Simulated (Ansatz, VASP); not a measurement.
## B2P3 in VASP and in Ansatz

INCAR

```
SYSTEM = B2P3
PREC     = Accurate       ! precision mode
ENCUT    = 520            ! plane-wave cutoff, eV
EDIFF    = 1E-7           ! SCF threshold, eV
ISMEAR   = -1             ! smearing method
SIGMA    = 0.3447         ! smearing width, eV
LREAL    = Auto         
LASPH    = .TRUE.         ! aspherical terms in the spheres
NELM     = 60             ! most SCF steps
ALGO     = Normal         ! electronic algorithm
ISIF     = 2              ! what is computed and relaxed
LWAVE    = .FALSE.        ! write WAVECAR
LCHARG   = .TRUE.         ! write CHGCAR
GGA      = PE             ! functional
LELF     = .TRUE.         ! ELF
LVHAR    = .TRUE.       
NBANDS   = 70             ! bands
```

Contents of KPOINTS:

```
regular mesh
0
G
  3 3 3
  0 0 0
```

Contents of POSCAR:

```
B2P3
1.0
    7.0141520000      0.0701380000     -0.0048670000
    0.0701380000      7.2226980000      0.0539610000
   -0.0048670000      0.0539610000      7.2453270000
P B
15 10
Direct
    0.2582572253      0.8057441177      0.8539083652
    0.5602682521      0.0593788853      0.8129048892
    0.6718456757      0.3957453099      0.1920150839
    0.1289899499      0.9543015865      0.0776520095
    0.4752169848      0.0102125038      0.4092858715
    0.7462520091      0.9729031573      0.1564873832
    0.7982743002      0.2438615751      0.7987388513
    0.7269453328      0.7568507645      0.6698090667
    0.0870031639      0.8862386539      0.5053998148
    0.8698748466      0.2275509105      0.5170444222
    0.5304042061      0.7501890627      0.3598791332
    0.3549114619      0.4364321518      0.3232897091
    0.9200440149      0.5406085849      0.4134390099
    0.5205218271      0.5417733258      0.6043161325
    0.1803739798      0.5258751047      0.8208185945
    0.6130828803      0.7491160632      0.9762111293
    0.7561963215      0.5483498972      0.9357236548
    0.7219646410      0.1551400999      0.3288768938
    0.4295991900      0.7065298035      0.0862972757
    0.0417625909      0.0850418185      0.3939923046
    0.9870057939      0.7793649616      0.1738962848
    0.9856673608      0.5636110257      0.1725606589
    0.9403914330      0.4296541252      0.9858974720
    0.2650858471      0.1910882231      0.2806939078
    0.9970148730      0.6718433257      0.6171721155
```

Input for Ansatz:

```yaml
crystal:
  lattice:
    - [7.014152, 0.070138, -0.004867]
    - [0.070138, 7.222698, 0.053961]
    - [-0.004867, 0.053961, 7.245327]
  atoms:
    - { symbol: P, position: [0.2582572253, 0.8057441177, 0.8539083652] }
    - { symbol: P, position: [0.5602682521, 0.0593788853, 0.8129048892] }
    - { symbol: P, position: [0.6718456757, 0.3957453099, 0.1920150839] }
    - { symbol: P, position: [0.1289899499, 0.9543015865, 0.0776520095] }
    - { symbol: P, position: [0.4752169848, 0.0102125038, 0.4092858715] }
    - { symbol: P, position: [0.7462520091, 0.9729031573, 0.1564873832] }
    - { symbol: P, position: [0.7982743002, 0.2438615751, 0.7987388513] }
    - { symbol: P, position: [0.7269453328, 0.7568507645, 0.6698090667] }
    - { symbol: P, position: [0.0870031639, 0.8862386539, 0.5053998148] }
    - { symbol: P, position: [0.8698748466, 0.2275509105, 0.5170444222] }
    - { symbol: P, position: [0.5304042061, 0.7501890627, 0.3598791332] }
    - { symbol: P, position: [0.3549114619, 0.4364321518, 0.3232897091] }
    - { symbol: P, position: [0.9200440149, 0.5406085849, 0.4134390099] }
    - { symbol: P, position: [0.5205218271, 0.5417733258, 0.6043161325] }
    - { symbol: P, position: [0.1803739798, 0.5258751047, 0.8208185945] }
    - { symbol: B, position: [0.6130828803, 0.7491160632, 0.9762111293] }
    - { symbol: B, position: [0.7561963215, 0.5483498972, 0.9357236548] }
    - { symbol: B, position: [0.721964641, 0.1551400999, 0.3288768938] }
    - { symbol: B, position: [0.42959919, 0.7065298035, 0.0862972757] }
    - { symbol: B, position: [0.0417625909, 0.0850418185, 0.3939923046] }
    - { symbol: B, position: [0.9870057939, 0.7793649616, 0.1738962848] }
    - { symbol: B, position: [0.9856673608, 0.5636110257, 0.1725606589] }
    - { symbol: B, position: [0.940391433, 0.4296541252, 0.985897472] }
    - { symbol: B, position: [0.2650858471, 0.1910882231, 0.2806939078] }
    - { symbol: B, position: [0.997014873, 0.6718433257, 0.6171721155] }
basis:
  ecutwfc: 420
kpoints:
  mp_grid: { grid: [3, 3, 3] }
hamiltonian:
  xc: pbe
scf:
  occupations: { method: fermi_dirac, width: 0.3447 }
output:
  forces: true
  stress: true
  eigenvalues: true
  populations: true
  write_density: true
  write_potential: true
  elf: true
  volumetric_format: npy
```

Alike in both runs: task single point; functional PBE; k mesh 3 × 3 × 3; occupations fermi-dirac, width 0.3447 eV; no spin polarisation.

|  | VASP | Ansatz |
| --- | --- | --- |
| version | VASP 6.6.1 | Ansatz 0.2.0 |
| potentials or method | VASP PAW PBE potentials, release 64 (P, B), cutoff 520 eV | scalar-relativistic, plane waves, PAW |
| valence electrons in the cell | 105 | 105 |

```csv
,VASP,Ansatz,Ansatz less VASP
gap on the k mesh at the Fermi level (eV),none,none,-
rms of the force components (eV/Å),1.716,1.728,+0.0117
```

Atom by atom the forces differ by 0.025 eV/Å (rms over components). A gap of «none» marks a metal or a gap that the smearing closes.
